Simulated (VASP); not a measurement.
The system is Hg2ICl.

```
Hg I Cl
1.0
     4.47157    0.00000    0.00000
     0.00000    4.47157    0.00000
     0.00000    0.00000    6.33975
Hg I Cl
2 1 1
Direct
  0.00000 0.00000 0.00000
  0.50000 0.50000 0.50000
  0.50000 0.50000 0.00000
  0.00000 0.00000 0.50000
```

The cell was generated, and may not be a known phase.

* Program: VASP 6.6.1
* Task: relaxation of cell and atoms
* Functional: PBE
* Potentials or basis: VASP PAW PBE potentials, release 64 (Hg, I, Cl)
* Cutoff: 600 eV
* k mesh: 10 × 10 × 8
* Occupations: gaussian, width 0.1 eV
* Spin: no spin polarisation

At the start: pressure -0.2 GPa; volume 31.69 Å³/atom.

Question: How do energy, volume and symmetry change on relaxing?

Answer: Over 16 steps the energy falls by 29.8 meV/atom and the volume is 36.60 Å³/atom (+15.5 %); space group P4/mmm (No. 123, to 0.1 Å) before and after.

Step by step:
| step | energy change (eV) | largest force (eV/Å) | pressure (GPa) | volume (Å³) |
| --- | --- | --- | --- | --- |
| 1 | 0.0000 | 0.0000 | -0.24 | 126.76 |
| 2 | -0.0071 | 0.0000 | -0.07 | 125.88 |
| 3 | -0.0228 | 0.0000 | 0.60 | 123.19 |
| 4 | 0.0272 | 0.0000 | 3.00 | 117.68 |
| 5 | -0.0239 | 0.0000 | 0.79 | 122.60 |
| 6 | -0.0280 | 0.0000 | 0.80 | 122.77 |
| 7 | -0.0389 | 0.0000 | 0.89 | 123.26 |
| 8 | -0.0550 | 0.0000 | 1.32 | 124.11 |
| 9 | -0.0696 | 0.0000 | 1.02 | 126.10 |
| 10 | -0.0951 | 0.0000 | 0.34 | 132.11 |
| 11 | -0.1140 | 0.0000 | -0.32 | 144.44 |
| 12 | -0.1149 | 0.0000 | -0.40 | 147.43 |
| 13 | -0.1171 | 0.0000 | 0.10 | 149.60 |
| 14 | -0.1186 | 0.0000 | -0.10 | 148.81 |
| 15 | -0.1189 | 0.0000 | -0.07 | 148.02 |
| 16 | -0.1191 | 0.0000 | 0.00 | 146.42 |

Final structure:
```yaml
crystal:
  lattice:
    - [5.10044, 0.00000, 0.00000]
    - [0.00000, 5.10044, 0.00000]
    - [0.00000, 0.00000, 5.62826]
  atoms:
    - { symbol: Hg, position: [0.00000, 0.00000, 0.00000] }
    - { symbol: Hg, position: [0.50000, 0.50000, 0.50000] }
    - { symbol: I, position: [0.50000, 0.50000, 0.00000] }
    - { symbol: Cl, position: [0.00000, 0.00000, 0.50000] }
```

Caveat: the volume moved by over 15 % at a fixed basis, so the end points are rough.
